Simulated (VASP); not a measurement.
Write the native input for VASP 6.6.1 that does the following.

| Quantity | Value |
| --- | --- |
| Task | single point |
| Functional | r2SCAN |
| Potentials or basis | VASP PAW PBE potentials, release 64 (Os) |
| Cutoff | 520 eV |
| k mesh | 18 × 18 × 10 |
| Occupations | gaussian, width 0.05 eV |
| Spin | no spin polarisation |
| Dipole correction | no |
| Further INCAR settings | ALGO = Normal; EDIFF = 1e-06; NBANDS = 15 |

The system is Os.

```
Os
1.0
     2.75342    0.00000    0.00000
    -1.37671    2.38453    0.00000
     0.00000    0.00000    4.34694
Os
2
Direct
  0.33333 0.66667 0.75000
  0.66667 0.33333 0.25000
```

One way to write it, as run:

POSCAR

```
Os
1.0
    2.7534231037      0.0000000000      0.0000000000
   -1.3767115518      2.3845343552      0.0000000000
    0.0000000000      0.0000000000      4.3469434600
Os
2
Direct
    0.3333333333      0.6666666667      0.7500000000
    0.6666666667      0.3333333333      0.2500000000
```

INCAR.step1

```
ALGO = Normal
EDIFF = 1E-4
ENCUT = 520
GGA = PE
ISMEAR = 0
LASPH = T
LCHARG = F
LREAL = F
LWAVE = T
NBANDS = 15
NELM = 60
PREC = Accurate
SIGMA = 0.05
```

INCAR.step2

```
ALGO = Normal
EDIFF = 1E-6
ENCUT = 520
ISIF = 2
ISMEAR = 0
ISTART = 1
LASPH = T
LCHARG = T
LELF = T
LMIXTAU = T
LREAL = F
LVHAR = T
LWAVE = F
METAGGA = R2SCAN
NBANDS = 15
NELM = 60
PREC = Accurate
SIGMA = 0.05
```

KPOINTS

```
k-points
0
Gamma
  18 18 10
```

Potentials or basis: VASP PAW PBE potentials, release 64 (Os).

The run is started by

```console
$ cat potpaw_PBE.64/Os/POTCAR > POTCAR
$ cp INCAR.step1 INCAR
$ mpirun -np 1 vasp_std > vasp.out
$ cp INCAR.step2 INCAR
$ mpirun -np 1 vasp_std > vasp.out
```

It gave:

```json
{
  "Pressure": "-6.7 GPa",
  "Band gap on the k mesh": "zero (bands 8 and 9 overlap by 3.95 eV)"
}
```

Caveat: the cell stands under tension; the PAW data sets were made with another functional, which shifts forces and pressure a little; spin-orbit coupling is left out, which moves the levels of the heavy elements.

Wall time 120 s on 1 thread of AMD EPYC 9R45 96-Core Processor (Zen 5), on a shared host, peak memory 0.18 GiB.
